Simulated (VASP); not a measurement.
Here is a VASP 6.6.1 calculation.

Contents of INCAR:

```
SYSTEM = V
ALGO = Normal
EDIFF = 1E-6
ENCUT = 520
GGA = PS
ISIF = 2
ISMEAR = -1
ISPIN = 2
LASPH = .True.
LCHARG = .False.
LMAXMIX = 4
LORBIT = 11
LREAL = .False.
LWAVE = .False.
MAGMOM = 4
NBANDS = 16
NELM = 150
NUPDOWN = 4.0
PREC = Accurate
SIGMA = 0.05
```

Contents of KPOINTS:

```
k-points
0
Gamma
  10 10 10
  0 0 0
```

POSCAR

```
V
1.0
   -1.5143500000      1.5143500000      1.5143500000
    1.5143500000     -1.5143500000      1.5143500000
    1.5143500000      1.5143500000     -1.5143500000
V
1
Direct
    0.0000000000      0.0000000000      0.0000000000
```

Potentials or basis: VASP PAW PBE potentials, release 64 (V_sv).

Command:

```bash
$ cat potpaw_PBE.64/V_sv/POTCAR > POTCAR
$ mpirun -np 1 vasp_std > vasp.out
```

Q: Estimate the pressure.

A: 58.9 GPa.

Caveat: the PAW data sets were made with another functional, which shifts forces and pressure a little; the total moment is fixed, so each spin has its own Fermi level.
